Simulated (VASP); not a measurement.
# V (P6_3/mmc) in VASP: notebook

V is run at these levels: PBE; tasks: single point.

Everything below comes from runs of VASP 6.6.1. Logs are shortened: lines on timing, memory, paths and dates and some standing lists are left out, and cuts for length are marked.

### Step 1. The cell of the first run

Symmetry: P6_3/mmc, No. 194, hexagonal system. The conventional cell has a = 2.604 Å, b = 2.604 Å, c = 4.723 Å, α = 90.00°, β = 90.00°, γ = 120.00°. V (site symmetry -6m2) has 12 V at 2.60 to 2.80 Å within 3.4 Å.

### Step 2. Single point, PBE, collinear spin, ferromagnetic start

INCAR

```
SYSTEM = V
PREC     = Accurate       ! precision mode
ENCUT    = 520            ! plane-wave cutoff, eV
EDIFF    = 1E-7           ! SCF threshold, eV
ISMEAR   = -1             ! smearing method
SIGMA    = 0.05           ! smearing width, eV
LREAL    = .False.        ! projectors in reciprocal space
LASPH    = .True.         ! aspherical terms in the spheres
NELM     = 150            ! most SCF steps
ALGO     = Normal         ! electronic algorithm
ISIF     = 2              ! what is computed and relaxed
LWAVE    = .False.        ! write WAVECAR
LCHARG   = .False.        ! write CHGCAR
ISPIN    = 2              ! spin polarisation
MAGMOM   = 2 2            ! initial moments
LORBIT   = 11             ! projections on sites
LMAXMIX  = 4              ! l up to which the mixer works
GGA      = PE             ! functional
NBANDS   = 24             ! bands
```

KPOINTS

```
regular mesh
0
Gamma
  12 12 6
  0 0 0
```

POSCAR

```
V
1.0
    2.6042941027      0.0000000000      0.0000000000
   -1.3021470513      2.2553848518      0.0000000000
    0.0000000000      0.0000000000      4.7233360000
V
2
Direct
    0.3333333333      0.6666666667      0.2500000000
    0.6666666667      0.3333333333      0.7500000000
```

Potentials or basis: VASP PAW PBE potentials, release 64 (V_sv).

Run with:

```sh
cat potpaw_PBE.64/V_sv/POTCAR > POTCAR
mpirun -np 1 vasp_std > vasp.out
```

OUTCAR:

```text
SYSTEM = V
   PREC = Accurate
   ENCUT = 520
   EDIFF = 1E-7
   ISMEAR = -1
   LREAL = .False.
   LASPH = .True.
   NELM = 150
   ISIF = 2
   ISPIN = 2
   LORBIT = 11
   GGA = PE

 ion  position               nearest neighbor table
   1  0.333  0.667  0.250-   2 2.80   2 2.80   2 2.80   2 2.80   2 2.80   2 2.80
   2  0.667  0.333  0.750-   1 2.80   1 2.80   1 2.80   1 2.80   1 2.80   1 2.80

  LATTYP: Found a hexagonal cell.
 ALAT       =     2.6042941027
 C/A-ratio  =     1.8136722712

  Lattice vectors:

 A1 = (   2.6042941027,   0.0000000000,   0.0000000000)
 A2 = (  -1.3021470513,   2.2553848518,   0.0000000000)
 A3 = (   0.0000000000,   0.0000000000,   4.7233360000)

Analysis of symmetry for initial positions (statically):
=====================================================================
 Subroutine PRICEL returns:
 Original cell was already a primitive cell.

 Routine SETGRP: Setting up the symmetry group for a
 hexagonal supercell.

 Subroutine GETGRP returns: Found 24 space group operations
 (whereof 12 operations were pure point group operations)
 out of a pool of 24 trial point group operations.

The static configuration has the point symmetry D_3d.
 The point group associated with its full space group is D_6h.

Analysis of symmetry for dynamics (positions and initial velocities):
=====================================================================
 Subroutine PRICEL returns:
 Original cell was already a primitive cell.

 Routine SETGRP: Setting up the symmetry group for a
 hexagonal supercell.

 Subroutine GETGRP returns: Found 24 space group operations
 (whereof 12 operations were pure point group operations)
 out of a pool of 24 trial point group operations.

The dynamic configuration has the point symmetry D_3d.
 The point group associated with its full space group is D_6h.

Analysis of structural, dynamic, and magnetic symmetry:
=====================================================================
 Subroutine PRICEL returns:
 Original cell was already a primitive cell.

 Routine SETGRP: Setting up the symmetry group for a
 hexagonal supercell.

 Subroutine GETGRP returns: Found 24 space group operations
 (whereof 12 operations were pure point group operations)
 out of a pool of 24 trial point group operations.

The overall configuration has the point symmetry D_3d.
 The point group associated with its full space group is D_6h.
[... 112 lines left out ...]
   EMIN   =  10.00;   EMAX   =-10.00  energy-range for DOS
   EFERMI =   0.00;   METHOD = LEGACY
   ISMEAR =    -1;   SIGMA  =   0.05  broadening in eV -4-tet -1-fermi 0-gaus
   EFERMI_NEDOS =   21; number of points for ismear=-14 and -15
   IALGO  =     38    algorithm
   IMIX   =      4    mixing-type and parameters
     AMIX     =   0.40;   BMIX     =  1.00
     AMIX_MAG =   1.60;   BMIX_MAG =  1.00
  volume/ion in A,a.u.               =      13.87        93.61
  Fermi-wavevector in a.u.,A,eV,Ry     =   1.602062  3.027459 34.920768  2.566604
  Thomas-Fermi vector in A             =   2.698942
   LORBIT       =     11    0 simple, 1 ext, 2 COOP (PROOUT), +10 PAW based schemes
   GGA     = PE    functional components
   LHFCALC =     F    Hartree Fock is set to
   AEXX    =    0.0000 exact exchange contribution
   IVDW    =     0    specifies the selected vdW correction
   LEPSILON=     F    determine dielectric tensor
   LRPA    =     F    only Hartree local field effects (RPA)
 spin polarized calculation
  energy-cutoff  :      520.00
  volume of cell :       27.74
 maximum number of plane-waves:       771
 NGX is ok and might be reduce to    20
   NGX =  9   NGY =  9   NGZ = 17

 number of electron      26.0000014 magnetization       0.0019980

 number of electron      26.0000014 magnetization      -0.0002266

 Free energy of the ion-electron system (eV)
  ---------------------------------------------------
  ext. energy  EPLUGINS =         0.00000000
  ---------------------------------------------------
  free energy    TOTEN  =       -17.49697443 eV

  energy without entropy =      -17.47099464  energy(sigma->0) =      -17.48398454

 E-fermi :   9.6974     XC(G=0): -12.7271

 val. band max:        9.6822250876   @ k =   0.1667  -0.0000   0.0000
 cond. band min:       9.7126454100   @ k =   0.3333   0.1667   0.5000
 fundamental gap:      0.0304203224
 Fermi energy:         9.6973626682

 spin component 1

 k-point     1 :       0.0000    0.0000    0.0000
  band No.  band energies     occupation
      1     -54.3260      1.00000
      2     -54.2193      1.00000
      3     -28.4261      1.00000
      4     -27.7941      1.00000
      5     -27.6565      1.00000
      6     -27.6565      1.00000
[... 637 lines left out ...]
     23      24.6257      0.00000
     24      26.7712      0.00000

 [... further k-points ...]

 spin component 2

 k-point     1 :       0.0000    0.0000    0.0000
  band No.  band energies     occupation
      1     -54.3261      1.00000
      2     -54.2194      1.00000
      3     -28.4262      1.00000
      4     -27.7942      1.00000
      5     -27.6565      1.00000
      6     -27.6565      1.00000
[... 637 lines left out ...]
     23      24.6256      0.00000
     24      26.7712      0.00000

 [... further k-points ...]
[... 5 lines left out ...]
  --------------------------------------------------------------------------------------
  -------------------------------------------------------------------------------------
  Total        0.0097933      0.0097933     -0.1878943      0.0000000      0.0000000     -0.0000000
  in kB        0.5655620      0.5655620    -10.8508703      0.0000000      0.0000000     -0.0000000
  external PRESSURE =      -3.2399155 kB  Pullay stress =       0.0000000 kB

 VOLUME and BASIS-vectors are now :
 -----------------------------------------------------------------------------
  energy-cutoff  :      520.00
  volume of cell :       27.74
      direct lattice vectors                 reciprocal lattice vectors
     2.604294103  0.000000000  0.000000000     0.383981210  0.221691655  0.000000000
    -1.302147051  2.255384852  0.000000000     0.000000000  0.443383310  0.000000000
     0.000000000  0.000000000  4.723336000     0.000000000  0.000000000  0.211714771

 POSITION                                       TOTAL-FORCE (eV/Angst)
 -----------------------------------------------------------------------------------
     -0.00000      1.50359      1.18083        -0.000000      0.000000      0.000000
      1.30215      0.75179      3.54250         0.000000     -0.000000      0.000000
 -----------------------------------------------------------------------------------
    total drift:                                0.000000     -0.000000      0.000000

  FREE ENERGIE OF THE ION-ELECTRON SYSTEM (eV)
  ---------------------------------------------------
  free  energy   TOTEN  =       -17.4969744329 eV

  energy  without entropy=      -17.4709946389  energy(sigma->0) =      -17.48398454

 total charge

# of ion       s       p       d       tot
------------------------------------------
    1        2.343   6.208   3.077  11.628
    2        2.343   6.208   3.077  11.628
--------------------------------------------------
tot          4.686  12.417   6.154  23.256

 magnetization (x)

# of ion       s       p       d       tot
------------------------------------------
    1       -0.000  -0.000  -0.000  -0.000
    2       -0.000  -0.000  -0.000  -0.000
--------------------------------------------------
tot         -0.000  -0.000  -0.000  -0.000
```

OSZICAR:

```text
N       E                     dE             d eps       ncg     rms          rms(c)
DAV:   1     0.316932425506E+03    0.31693E+03   -0.15712E+04  7296   0.127E+03
DAV:   2    -0.104901685717E+02   -0.32742E+03   -0.31771E+03  7472   0.420E+02
DAV:   3    -0.190320110455E+02   -0.85418E+01   -0.85121E+01  8536   0.805E+01
DAV:   4    -0.190881635099E+02   -0.56152E-01   -0.56150E-01  8040   0.695E+00
DAV:   5    -0.190889616506E+02   -0.79814E-03   -0.79813E-03  8584   0.758E-01    0.260E+01
DAV:   6    -0.172386769955E+02    0.18503E+01   -0.62964E+00  8048   0.267E+01    0.436E+00
DAV:   7    -0.174401634305E+02   -0.20149E+00   -0.36321E-01  8160   0.562E+00    0.428E+00
DAV:   8    -0.174701220358E+02   -0.29959E-01   -0.14584E-02  7744   0.113E+00    0.160E+00
DAV:   9    -0.174882203689E+02   -0.18098E-01   -0.74999E-03  8056   0.664E-01    0.727E-01
DAV:  10    -0.174967105577E+02   -0.84902E-02   -0.83776E-03  8096   0.599E-01    0.858E-02
DAV:  11    -0.174969621268E+02   -0.25157E-03   -0.34489E-04  7864   0.175E-01    0.479E-02
DAV:  12    -0.174969734438E+02   -0.11317E-04   -0.22467E-05  8280   0.440E-02    0.172E-02
DAV:  13    -0.174969751733E+02   -0.17296E-05   -0.28223E-06  8112   0.146E-02    0.711E-03
DAV:  14    -0.174969747949E+02    0.37847E-06   -0.18759E-07  7144   0.387E-03    0.206E-03
DAV:  15    -0.174969744374E+02    0.35745E-06   -0.90850E-08  5120   0.269E-03    0.949E-04
DAV:  16    -0.174969744329E+02    0.44911E-08   -0.99015E-09  3808   0.945E-04
   1 F= -.17496974E+02 E0= -.17483985E+02  d E =-.259798E-01  mag=    -0.0001
```

stdout:

```text
POSCAR found type information on POSCAR V
 POSCAR found :  1 types and       2 ions
 scaLAPACK will be used
 LDA part: xc-table for (Slater+PW92), standard interpolation
 POSCAR, INCAR and KPOINTS ok, starting setup
 FFT: planning ... GRIDC
 FFT: planning ... GRID_SOFT
 FFT: planning ... GRID
 WAVECAR not read
 entering main loop
```

Wall time 64 s (1 thread of Intel Xeon 6975P-C (Granite Rapids), shared host); peak memory 0.19 GiB.

What came out:

- Free energy: -17.4970 eV
- Pressure: -0.3 GPa
- Band gap on the k mesh: zero (filled and empty bands overlap)
- Net moment: 0.00 μB per cell
- Valence electrons inside the program's atomic spheres: V 11.63

Stress tensor (GPa, compression positive):
```
 0.06  0.00  0.00
 0.00  0.06  0.00
 0.00  0.00 -1.09
```

### Step 3. Single point, PBE, collinear spin, ferromagnetic start (volume scaled by 1.02)

INCAR

```
SYSTEM = V
PREC = Accurate ; ENCUT = 520
EDIFF = 1E-7 ; ISMEAR = -1
SIGMA = 0.05 ; LREAL = .False.
LASPH = .True. ; NELM = 150
ALGO = Normal ; ISIF = 2
LWAVE = .False. ; LCHARG = .False.
ISPIN = 2 ; MAGMOM = 2 2
LORBIT = 11 ; LMAXMIX = 4
GGA = PE ; NBANDS = 24
```

KPOINTS is that of step 2.

POSCAR

```
V
1.0
    2.6215415862      0.0000000000      0.0000000000
   -1.3107707930      2.2703216106      0.0000000000
    0.0000000000      0.0000000000      4.7546172825
V
2
Direct
    0.3333333333      0.6666666667      0.2500000000
    0.6666666667      0.3333333333      0.7500000000
```

Potentials or basis: VASP PAW PBE potentials, release 64 (V_sv).

Run with:

```sh
cat potpaw_PBE.64/V_sv/POTCAR > POTCAR
mpirun -np 1 vasp_std > vasp.out
```

It took 61 s on 1 thread of Intel Xeon 6975P-C (Granite Rapids), shared host; peak memory 0.19 GiB.

It converged, with:

* Free energy: -17.4903 eV
* Pressure: -3.6 GPa
* Band gap on the k mesh: zero (filled and empty bands overlap)
* Net moment: 0.00 μB per cell
* Valence electrons inside the program's atomic spheres: V 11.60

Stress tensor (GPa, compression positive):
```
-3.25  0.00  0.00
 0.00 -3.25  0.00
 0.00  0.00 -4.29
```

Levels at points of the mesh, in eV from the Fermi level:
Spin up:
```
           k point  band 10  band 11  band 12  band 13  band 14  band 15  band 16  band 17
(0.00, 0.00, 0.00)    -3.38    -0.56    -0.27     0.33     0.33     0.63     0.63     1.79
(0.50, 0.00, 0.00)    -2.79    -2.62    -0.35    -0.21     0.29     0.62     2.88     3.42
(0.00, 0.00, 0.50)    -5.06    -1.00    -1.00     0.37     0.37     0.37     0.37     2.44
(0.50, 0.00, 0.50)    -3.17    -1.74    -1.74     1.56     1.56     1.61     1.61     3.48
```
Spin down:
```tsv
k point	band 9	band 10	band 11	band 12	band 13	band 14	band 15	band 16	band 17	band 18
(0.00, 0.00, 0.00)	-6.80	-3.38	-0.56	-0.27	0.33	0.33	0.63	0.63	1.79	1.79
(0.50, 0.00, 0.00)	-2.85	-2.79	-2.62	-0.35	-0.21	0.29	0.62	2.88	3.42	3.53
(0.00, 0.00, 0.50)	-5.06	-5.06	-1.00	-1.00	0.37	0.37	0.37	0.37	2.44	2.44
(0.50, 0.00, 0.50)	-3.17	-3.17	-1.74	-1.74	1.56	1.56	1.61	1.61	3.48	3.48
```
